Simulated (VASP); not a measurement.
# Zr2Si3 (Pmmm) in VASP: further runs, part 2 of 2

VASP 6.6.1.

**3. Relaxation of cell and atoms, PBE**

Input file INCAR:

```
PREC = Accurate
ENCUT = 600
EDIFF = 1E-6
ISMEAR = 0
SIGMA = 0.1
LREAL = False
LASPH = True
NELM = 60
ALGO = Normal
ISIF = 3
LWAVE = False
LCHARG = False
GGA = PE
IBRION = 2
NSW = 90
EDIFFG = -0.04
```

Input file KPOINTS:

```
regular mesh
0
Gamma
  4 4 4
```

Input file POSCAR:

```
Zr2Si3
1.0
    3.8717642600      0.0000000000      0.0000000000
    0.0000000000      4.7630003800      0.0000000000
    0.0000000000      0.0000000000      5.7418993400
Zr Si
2 3
Direct
    0.5000000000      0.5000000000      0.5000000000
    0.5000000000      0.0000000000      0.5000000000
    0.0000000000      0.0000000000      0.5000000000
    0.5000000000      0.0000000000      0.0000000000
    0.0000000000      0.0000000000      0.0000000000
```

Potentials or basis: VASP PAW PBE potentials, release 64 (Zr_sv, Si).

The run is started by

```bash
> cat potpaw_PBE.64/Zr_sv/POTCAR potpaw_PBE.64/Si/POTCAR > POTCAR
> mpirun -np 1 vasp_std > vasp.out
```

OUTCAR:

```text
PREC = Accurate
   ENCUT = 600
   EDIFF = 1E-6
   ISMEAR = 0
   LREAL = False
   LASPH = True
   NELM = 60
   ISIF = 3
   GGA = PE
   IBRION = 2
   NSW = 90
   EDIFFG = -0.04

 ion  position               nearest neighbor table
   1  0.500  0.500  0.500-   2 2.38   2 2.38   3 3.07   3 3.07   3 3.07   3 3.07
   2  0.500  0.000  0.500-   3 1.94   3 1.94   1 2.38   1 2.38   4 2.87   4 2.87   5 3.46   5 3.46
                             5 3.46   5 3.46
   3  0.000  0.000  0.500-   2 1.94   2 1.94   5 2.87   5 2.87   1 3.07   1 3.07   1 3.07   1 3.07

   4  0.500  0.000  0.000-   5 1.94   5 1.94   2 2.87   2 2.87
   5  0.000  0.000  0.000-   4 1.94   4 1.94   3 2.87   3 2.87   2 3.46   2 3.46   2 3.46   2 3.46

  LATTYP: Found a simple orthorhombic cell.
 ALAT       =     3.8717642600
 B/A-ratio  =     1.2301886324
 C/A-ratio  =     1.4830188396

  Lattice vectors:

 A1 = (   3.8717642600,   0.0000000000,   0.0000000000)
 A2 = (   0.0000000000,   4.7630003800,   0.0000000000)
 A3 = (   0.0000000000,   0.0000000000,   5.7418993400)

Analysis of symmetry for initial positions (statically):
=====================================================================
 Subroutine PRICEL returns:
 Original cell was already a primitive cell.

 Routine SETGRP: Setting up the symmetry group for a
 simple orthorhombic supercell.

 Subroutine GETGRP returns: Found  8 space group operations
 (whereof  8 operations were pure point group operations)
 out of a pool of  8 trial point group operations.

The static configuration has the point symmetry D_2h.

Analysis of symmetry for dynamics (positions and initial velocities):
=====================================================================
 Subroutine PRICEL returns:
 Original cell was already a primitive cell.

 Routine SETGRP: Setting up the symmetry group for a
 simple orthorhombic supercell.

 Subroutine GETGRP returns: Found  8 space group operations
 (whereof  8 operations were pure point group operations)
 out of a pool of  8 trial point group operations.

The dynamic configuration has the point symmetry D_2h.

 Subroutine INISYM returns: Found  8 space group operations
 (whereof  8 operations are pure point group operations),
 and found     1 'primitive' translations

----------------------------------------------------------------------------------------

                                     Primitive cell

  volume of cell :     105.8876

  direct lattice vectors                    reciprocal lattice vectors
     3.871764260  0.000000000  0.000000000     0.258280188  0.000000000  0.000000000
     0.000000000  4.763000380  0.000000000     0.000000000  0.209951694  0.000000000
     0.000000000  0.000000000  5.741899340     0.000000000  0.000000000  0.174158400

  length of vectors
     3.871764260  4.763000380  5.741899340     0.258280188  0.209951694  0.174158400

  position of ions in fractional coordinates (direct lattice)
     0.500000000  0.500000000  0.500000000
     0.500000000  0.000000000  0.500000000
     0.000000000  0.000000000  0.500000000
     0.500000000  0.000000000  0.000000000
     0.000000000  0.000000000  0.000000000

  ion indices of the primitive-cell ions
   primitive index   ion index
                 1           1
                 2           2
                 3           3
                 4           4
                 5           5

[... 50 lines left out ...]
  0.250000  0.250000  0.500000      4.000000
  0.500000  0.250000  0.500000      2.000000
 [... further k-points ...]
   k-points           NKPTS =     27   k-points in BZ     NKDIM =     27   number of bands    NBANDS=     22
   number of dos      NEDOS =    301   number of ions     NIONS =      5
   total plane-waves  NPLWV =  61440
   dimension x,y,z NGX =    32 NGY =   40 NGZ =   48
   dimension x,y,z NGXF=    64 NGYF=   80 NGZF=   96
   ions per type =               2   3
   NGX,Y,Z   is equivalent  to a cutoff of  13.74, 13.96, 13.90 a.u.
   NGXF,Y,Z  is equivalent  to a cutoff of  27.48, 27.92, 27.80 a.u.
 SYSTEM =  unknown system
   PREC   = accura    normal or accurate (medium, high low for compatibility)
   ISTART =      0    job   : 0-new  1-cont  2-samecut
   ICHARG =      2    charge: 1-file 2-atom 10-const
   ISPIN  =      1    spin polarized calculation?
   LNONCOLLINEAR =      F non collinear calculations
   LSORBIT =      F    spin-orbit coupling
   LASPH  =      T    aspherical Exc in radial PAW
   ENCUT  =  600.0 eV  44.10 Ry    6.64 a.u.   7.73  9.51 11.47*2*pi/ulx,y,z
   NELM   =     60;   NELMIN=  2; NELMDL= -5     # of ELM steps
   EDIFF  = 0.1E-05   stopping-criterion for ELM
   LREAL  =      F    real-space projection
   EDIFFG = -.4E-01   stopping-criterion for IOM
   NSW    =     90    number of steps for IOM
   IBRION =      2    ionic relax: 0-MD 1-quasi-New 2-CG
   NFREE  =      1    steps in history (QN), initial steepest desc. (CG)
   ISIF   =      3    stress and relaxation
   ISYM   =      2    0-nonsym 1-usesym 2-fastsym
   POTIM  = 0.5000    time-step for ionic-motion
   TEBEG  =    0.0;   TEEND  =   0.0 temperature during run
   PSTRESS=    0.0 pullay stress
   NELECT =      36.0000    total number of electrons
   NUPDOWN=      -1.0000    fix difference up-down
   EMIN   =  10.00;   EMAX   =-10.00  energy-range for DOS
   EFERMI =   0.00;   METHOD = LEGACY
   ISMEAR =     0;   SIGMA  =   0.10  broadening in eV -4-tet -1-fermi 0-gaus
   EFERMI_NEDOS =   21; number of points for ismear=-14 and -15
   IALGO  =     38    algorithm
   IMIX   =      4    mixing-type and parameters
     AMIX     =   0.40;   BMIX     =  1.00
     AMIX_MAG =   1.60;   BMIX_MAG =  1.00
  volume/ion in A,a.u.               =      21.18       142.91
  Fermi-wavevector in a.u.,A,eV,Ry     =   1.142599  2.159200 17.762858  1.305533
  Thomas-Fermi vector in A             =   2.279297
   LORBIT       =      0    0 simple, 1 ext, 2 COOP (PROOUT), +10 PAW based schemes
   GGA     = PE    functional components
   LHFCALC =     F    Hartree Fock is set to
   AEXX    =    0.0000 exact exchange contribution
   IVDW    =     0    specifies the selected vdW correction
   LEPSILON=     F    determine dielectric tensor
   LRPA    =     F    only Hartree local field effects (RPA)
 conjugate gradient relaxation of ions
 non-spin polarized calculation
 Gauss-broadening in eV      SIGMA  =   0.10
  energy-cutoff  :      600.00
  volume of cell :      105.89
 maximum number of plane-waves:      3552
 NGX is ok and might be reduce to    32
   NGX = 15   NGY = 19   NGZ = 23

--------------------------------------- Ionic step        1  -------------------------------------------

 number of electron      35.9999999 magnetization

 Free energy of the ion-electron system (eV)
  ---------------------------------------------------
  ext. energy  EPLUGINS =         0.00000000
  ---------------------------------------------------
  free energy    TOTEN  =       -18.86093946 eV

  energy without entropy =      -18.83521885  energy(sigma->0) =      -18.84807915

------------------------ aborting loop because EDIFF is reached ----------------------------------------

  FORCE on cell =-STRESS in cart. coord.  units (eV):
  Direction    XX          YY          ZZ          XY          YZ          ZX
  --------------------------------------------------------------------------------------
  -------------------------------------------------------------------------------------
  Total       74.6625904     12.9990121     -4.3110953      0.0000000      0.0000000      0.0000000
  in kB     1129.7140717    196.6870802    -65.2308609      0.0000000      0.0000000      0.0000000
  external PRESSURE =     420.3900970 kB  Pullay stress =       0.0000000 kB
[... 143 lines left out ...]
--------------------------------------- Ionic step        5  -------------------------------------------

 number of electron      35.9999999 magnetization

 E-fermi :   4.0656     XC(G=0):  -8.5935

 val. band max:        4.0460888303   @ k =   0.0000   0.2500   0.2500
 cond. band min:       4.0711422831   @ k =   0.5000   0.0000   0.5000
 fundamental gap:      0.0250534528
 Fermi energy:         4.0656416443

 k-point     1 :       0.0000    0.0000    0.0000
  band No.  band energies     occupation
      1     -45.5208      2.00000
      2     -43.7653      2.00000
      3     -24.4059      2.00000
      4     -23.6742      2.00000
      5     -23.6514      2.00000
      6     -21.9443      2.00000
[... 746 lines left out ...]
--------------------------------------- Ionic step        9  -------------------------------------------

 number of electron      35.9999998 magnetization

 Free energy of the ion-electron system (eV)
  ---------------------------------------------------
  ext. energy  EPLUGINS =         0.00000000
  ---------------------------------------------------
  free energy    TOTEN  =       -28.20517233 eV

  energy without entropy =      -28.17256228  energy(sigma->0) =      -28.18886730

 E-fermi :   4.5967     XC(G=0):  -8.8171

 val. band max:        4.5842179591   @ k =   0.0000   0.2500   0.2500
 cond. band min:       4.5973735903   @ k =   0.0000   0.5000   0.0000
 fundamental gap:      0.0131556312
 Fermi energy:         4.5966798073

 k-point     1 :       0.0000    0.0000    0.0000
  band No.  band energies     occupation
      1     -45.1234      2.00000
      2     -43.1171      2.00000
      3     -23.7350      2.00000
      4     -23.2609      2.00000
      5     -23.2607      2.00000
      6     -21.3166      2.00000
[... 623 lines left out ...]
  FREE ENERGIE OF THE ION-ELECTRON SYSTEM (eV)
  ---------------------------------------------------
  free  energy   TOTEN  =       -28.2051723293 eV

  energy  without entropy=      -28.1725622796  energy(sigma->0) =      -28.18886730

 reached required accuracy - stopping structural energy minimisation
```

OSZICAR:

```text
N       E                     dE             d eps       ncg     rms          rms(c)
DAV:   1     0.343953091306E+03    0.34395E+03   -0.19408E+04  1188   0.166E+03
DAV:   2     0.602515329186E+01   -0.33793E+03   -0.33147E+03  1366   0.417E+02
DAV:   3    -0.221412131977E+02   -0.28166E+02   -0.27595E+02  2232   0.924E+01
[... 106 lines left out ...]
DAV:   3    -0.282052580749E+02    0.28284E-03   -0.24676E-03  1616   0.181E-01    0.630E-02
DAV:   4    -0.282051615983E+02    0.96477E-04   -0.65751E-04  1838   0.130E-01    0.333E-02
DAV:   5    -0.282051679227E+02   -0.63244E-05   -0.59307E-05  1824   0.345E-02    0.257E-02
DAV:   6    -0.282051726547E+02   -0.47320E-05   -0.11519E-05  1880   0.149E-02    0.932E-03
DAV:   7    -0.282051723293E+02    0.32535E-06   -0.69385E-06  1894   0.131E-02
   9 F= -.28205172E+02 E0= -.28188867E+02  d E =-.270212E-02
```

Run time: 8.5 min. Hardware: 1 thread of Intel Xeon Platinum 8259CL at 2.50GHz (Skylake/Cascade Lake), shared host; peak memory 0.28 GiB.

Results:

```yaml
Free_energy: -28.2052 eV
Relaxed_volume: 27.97 Å³/atom
Relaxed_cell: a = 5.203 Å, b = 5.161 Å, c = 5.208 Å, α = 90.00°, β = 90.00°, γ = 90.00°
Space_group_after_relaxing_to_0.1_Å: P4/mmm (No. 123)
Energy_gained_by_relaxing: 1868.8 meV/atom
Ionic_steps: 9
Pressure_after_relaxing: 0.0 GPa
Band_gap_on_the_k_mesh: zero (bands 18 and 19 overlap by 1.01 eV)
```

The path:
| step | energy change (eV) | largest force (eV/Å) | pressure (GPa) | volume (Å³) |
| --- | --- | --- | --- | --- |
| 1 | 0.0000 | 0.0000 | 42.04 | 105.89 |
| 2 | -6.5436 | 0.0000 | -7.75 | 196.49 |
| 3 | -8.9545 | 0.0000 | -2.12 | 147.74 |
| 4 | -8.9543 | 0.0000 | -3.05 | 150.31 |
| 5 | -8.9583 | 0.0000 | -2.47 | 148.67 |
| 6 | -9.3415 | 0.0000 | -0.46 | 141.05 |
| 7 | -9.3415 | 0.0000 | -0.45 | 141.01 |
| 8 | -9.3441 | 0.0000 | 0.09 | 139.59 |
| 9 | -9.3442 | 0.0000 | -0.01 | 139.85 |

Final structure:
```yaml
crystal:
  lattice:
    - [5.20275, 0.00000, 0.00000]
    - [0.00000, 5.16140, 0.00000]
    - [0.00000, 0.00000, 5.20801]
  atoms:
    - { symbol: Zr, position: [0.50000, 0.50000, 0.50000] }
    - { symbol: Zr, position: [0.50000, 0.00000, 0.50000] }
    - { symbol: Si, position: [0.00000, 0.00000, 0.50000] }
    - { symbol: Si, position: [0.50000, 0.00000, 0.00000] }
    - { symbol: Si, position: [0.00000, 0.00000, 0.00000] }
```

Levels at points of the mesh, in eV from the Fermi level:
| k point | band 14 | band 15 | band 16 | band 17 | band 18 | band 19 | band 20 | band 21 | band 22 |
| --- | --- | --- | --- | --- | --- | --- | --- | --- | --- |
| (0.00, 0.00, 0.00) | -1.92 | -1.90 | -1.60 | -1.60 | -0.22 | -0.07 | 0.71 | 1.10 | 1.12 |
| (0.50, 0.00, 0.00) | -2.60 | -1.86 | -1.54 | -0.39 | -0.23 | 0.39 | 0.62 | 0.96 | 1.62 |
| (0.00, 0.50, 0.00) | -3.38 | -0.95 | 0.00 | 0.00 | 0.29 | 0.29 | 0.36 | 0.95 | 1.44 |
| (0.50, 0.50, 0.00) | -2.28 | -2.12 | -1.05 | 0.49 | 0.62 | 0.69 | 0.88 | 1.05 | 1.54 |
| (0.00, 0.00, 0.50) | -2.60 | -1.86 | -1.54 | -0.38 | -0.23 | 0.38 | 0.62 | 0.96 | 1.61 |
| (0.50, 0.00, 0.50) | -2.49 | -1.81 | -1.75 | 0.07 | 0.31 | 1.46 | 1.50 | 1.57 | 2.05 |
| (0.00, 0.50, 0.50) | -2.28 | -2.13 | -1.05 | 0.49 | 0.62 | 0.68 | 0.88 | 1.05 | 1.54 |
| (0.50, 0.50, 0.50) | -1.98 | -1.56 | -1.24 | 0.53 | 0.71 | 0.71 | 1.02 | 1.20 | 1.50 |

Caveat: the k points lie up to 0.30 Å⁻¹ apart in the final cell, too coarse for converged energies and pressures of a metal; the volume moved by over 15 % at a fixed basis, so the end points are rough.
